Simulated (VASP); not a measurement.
Here is a VASP 6.6.1 calculation.

Contents of INCAR:

```
  PREC = Accurate
  ENCUT = 600
  EDIFF = 1E-6
  ISMEAR = 0
  SIGMA = 0.1
  LREAL = F
  LASPH = T
  NELM = 120
  ALGO = Normal
  ISIF = 2
  LWAVE = F
  LCHARG = T
  GGA = PE
  LELF = T
  LVHAR = T
  ISYM = 0
  NBANDS = 14
  GGA_COMPAT = F
```

KPOINTS

```
regular mesh
0
Gamma
  11 8 21
```

File POSCAR:

```
HfN
1.0
    3.2157753968      0.0000000000      0.0000000000
    0.0000000000      4.5477931797      0.0000000000
    1.6078876984      2.2738965898      1.6078876984
Hf N
1 1
Direct
    0.0000000000      0.0000000000      0.0000000000
    0.0000000000      0.5000000000      0.0000000000
```

Potentials or basis: VASP PAW PBE potentials, release 64 (Hf_pv, N).

Launch:

```sh
$ cat potpaw_PBE.64/Hf_pv/POTCAR potpaw_PBE.64/N/POTCAR > POTCAR
$ mpirun -np 1 vasp_std > vasp.out
```

Task: Predict the pressure.

Result: -2.4 GPa.

Task: Estimate the band gap on the k mesh.

Result: Zero (an odd number of electrons rules out a gap without spin polarisation).

Caveat: spin-orbit coupling is left out, which moves the levels of the heavy elements.
